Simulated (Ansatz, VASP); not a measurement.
# Sn: VASP beside Ansatz

Contents of POSCAR:

```
Sn
1.0
   -2.8674661978      2.8695283716      1.5452659121
    2.8695283716     -2.8674661978      1.5452659121
    2.8652983232      2.8652983232     -1.5414858349
Sn
2
Direct
    0.0000251474      0.9999748526      0.0000000000
    0.7499748526      0.2500251474      0.5000000000
```

The input INCAR.step1:

```
  ALGO = Normal
  EDIFF = 1E-4
  ENCUT = 520
  GGA = PE
  ISMEAR = -1
  LASPH = True
  LCHARG = False
  LREAL = False
  LUSENCCL = False
  LWAVE = True
  NBANDS = 21
  NELM = 100
  PREC = Accurate
  SIGMA = 0.1
```

Contents of INCAR.step2:

```
  ALGO = Normal
  EDIFF = 1E-6
  ENCUT = 520
  ISIF = 2
  ISMEAR = -1
  ISTART = 1
  LASPH = True
  LCHARG = False
  LMIXTAU = True
  LREAL = False
  LUSENCCL = False
  LWAVE = False
  METAGGA = R2SCAN
  NBANDS = 21
  NELM = 100
  PREC = Accurate
  SIGMA = 0.1
```

Contents of KPOINTS:

```
k-points
0
Gamma
  18 18 12
```

Input for Ansatz:

```yaml
crystal:
  lattice:
    - [-2.8674661978, 2.8695283716, 1.5452659121]
    - [2.8695283716, -2.8674661978, 1.5452659121]
    - [2.8652983232, 2.8652983232, -1.5414858349]
  atoms:
    - { symbol: Sn, position: [2.51474e-05, 0.9999748526, 0.0] }
    - { symbol: Sn, position: [0.7499748526, 0.2500251474, 0.5] }
hamiltonian:
  xc: r2scan
  pseudopotentials:
    kind: paw
    azcp:
      Sn: "pseudopotentials/Sn.paw.azcp"
basis:
  ecutwfc: 500
  fft_grid_basis: typed
kpoints:
  mp_grid: { grid: [18, 18, 12], shift: [0, 0, 0] }
magnetization:
  spin_polarized: false
scf:
  occupations: { method: fermi_dirac, width: 0.1 }
output:
  stress: true
```

Alike in both runs: task single point; functional r2SCAN; k mesh 18 × 18 × 12; occupations fermi-dirac, width 0.1 eV; no spin polarisation.

|  | VASP | Ansatz |
| --- | --- | --- |
| version | VASP 6.6.1 | Ansatz 0.2.0 |
| potentials or method | VASP PAW PBE potentials, release 64 (Sn_d), cutoff 520 eV | plane waves (500 eV) with PAW, scalar-relativistic |
| valence electrons in the cell | 28 | 28 |

|  | VASP | Ansatz | Ansatz less VASP |
| --- | --- | --- | --- |
| pressure (GPa) | 5.4 | 5.4 | 0.00 |
| traceless stress, the component that is largest in VASP (GPa) | 0.36 | 0.36 | -0.003 |

VASP's potentials were made for PBE, not for r2SCAN. The functional is the same, so the differences come from potentials, cutoffs and numerics.
